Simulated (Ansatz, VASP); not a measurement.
**Ru: VASP beside Ansatz**

The input INCAR:

```
ALGO = Fast ; EDIFF = 1E-7
ENCUT = 520 ; GGA = PS
ISIF = 2 ; ISMEAR = 0
LASPH = T ; LCHARG = F
LREAL = F ; LWAVE = F
NBANDS = 21 ; NELM = 100
PREC = Accurate ; SIGMA = 0.15
```

The input KPOINTS:

```
k-points
0
Gamma
  24 24 14
```

POSCAR

```
Ru
1.0
    2.6222858996      0.0000000000      0.0000000000
   -1.3111429498      2.2709662050      0.0000000000
    0.0000000000      0.0000000000      4.0393249033
Ru
2
Direct
    0.3333333333      0.6666666667      0.2500000000
    0.6666666667      0.3333333333      0.7500000000
```

Input for Ansatz:

```yaml
crystal:
  lattice:
    - [2.6222858996, 0.0, 0.0]
    - [-1.3111429498, 2.270966205, 0.0]
    - [0.0, 0.0, 4.0393249033]
  atoms:
    - { symbol: Ru, position: [0.3333333333, 0.6666666667, 0.25] }
    - { symbol: Ru, position: [0.6666666667, 0.3333333333, 0.75] }
basis:
  ecutwfc: 420
kpoints:
  mp_grid: { grid: [24, 24, 14] }
hamiltonian:
  xc: pbesol
scf:
  occupations: { method: gaussian, width: 0.15 }
output:
  forces: true
  stress: true
  eigenvalues: true
```

Change from the starting cell: strain -0.025 along x and y, -0.050 along z, atoms carried along.

Alike in both runs: task single point; functional PBEsol; k mesh 24 × 24 × 14; occupations gaussian, width 0.15 eV; no spin polarisation.

|  | VASP | Ansatz |
| --- | --- | --- |
| version | VASP 6.6.1 | Ansatz 0.2.0 |
| potentials or method | VASP PAW PBE potentials, release 64 (Ru_pv), cutoff 520 eV | scalar-relativistic, plane waves, PAW |
| valence electrons in the cell | 28 | 32 |

Ansatz gave:

| Item | Value |
| --- | --- |
| gap on the k mesh at the Fermi level (eV) | none |
| pressure (GPa) | 46.1 |
| traceless stress, the component that is largest in VASP (GPa) | 12.83 |

Question: Estimate VASP's values.

Answer: gap on the k mesh at the Fermi level (eV): none; pressure (GPa): 46.4; traceless stress, the component that is largest in VASP (GPa): 12.93.

VASP's potentials were made for PBE, not for PBEsol. A gap of «none» marks a metal or a gap that the smearing closes. Both programs put the cell under a high pressure, so it lies far from rest at this level. VASP's potentials hold 28 valence electrons a cell and Ansatz's 32, so a difference there can come from the potentials and not from the codes.
